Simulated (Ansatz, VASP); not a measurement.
# One calculation of Sb, two programs

Contents of INCAR:

```
ALGO = Normal
EDIFF = 1E-6
ENCUT = 520
ISIF = 2
ISMEAR = -1
LASPH = True
LCHARG = False
LREAL = False
LWAVE = False
NBANDS = 12
NELM = 80
PREC = Accurate
SIGMA = 0.05
```

The input KPOINTS:

```
k-points
0
Gamma
  21 21 12
```

File POSCAR:

```
Sb
1.0
    3.3045895964      0.0000000000      0.0000000000
   -1.6522947982      2.8618585396      0.0000000000
    0.0000000000      0.0000000000      5.4298225845
Sb
2
Direct
    0.3333333333      0.6666666667      0.2500000000
    0.6666666667      0.3333333333      0.7500000000
```

Input for Ansatz:

```yaml
crystal:
  lattice:
    - [3.3045895964, 0.0, 0.0]
    - [-1.6522947982, 2.8618585396, 0.0]
    - [0.0, 0.0, 5.4298225845]
  atoms:
    - { symbol: Sb, position: [0.3333333333, 0.6666666667, 0.25] }
    - { symbol: Sb, position: [0.6666666667, 0.3333333333, 0.75] }
kpoints:
  mp_grid: { grid: [21, 21, 12] }
  band_path:
    path:
      - [0.0, 0.0, 0.0]
      - [0.5, 0.0, 0.0]
      - [0.3333333333, 0.3333333333, 0.0]
      - [0.0, 0.0, 0.0]
      - [0.0, 0.0, 0.5]
      - [0.5, 0.0, 0.5]
      - [0.3333333333, 0.3333333333, 0.5]
      - [0.0, 0.0, 0.5]
      - [0.5, 0.0, 0.5]
    npoints: 8
scf:
  occupations: { method: fermi_dirac, width: 0.05 }
hamiltonian:
  xc: lda
  pseudopotentials: { kind: paw }
output:
  forces: true
  stress: true
  eigenvalues: true
  populations: true
basis:
  ecutrho_ratio: 4
```

Alike in both runs: task single point; functional LDA; k mesh 21 × 21 × 12; occupations fermi-dirac, width 0.05 eV; no spin polarisation.

|  | VASP | Ansatz |
| --- | --- | --- |
| version | VASP 6.6.1 | Ansatz 0.2.0 |
| potentials or method | VASP PAW LDA potentials, release 64 (Sb) | PAW with Ansatz's default frozen-core files, scalar-relativistic |
| plane-wave cutoff (eV) | 520 | 420 |
| valence electrons in the cell | 10 | 30 |

```csv
,VASP,Ansatz,Ansatz less VASP
gap on the k mesh at the Fermi level (eV),none,none,-
pressure (GPa),0.1,0.0,-0.12
"traceless stress, the component that is largest in VASP (GPa)",-0.20,-0.19,+0.011
```

LDA's correlation is that of Perdew and Zunger in VASP and of Perdew and Wang (1992) in Ansatz. A gap of «none» marks a metal or a gap that the smearing closes. VASP's potentials hold 10 valence electrons a cell and Ansatz's 30, so a difference there can come from the potentials and not from the codes.

Spin-orbit coupling is off throughout.
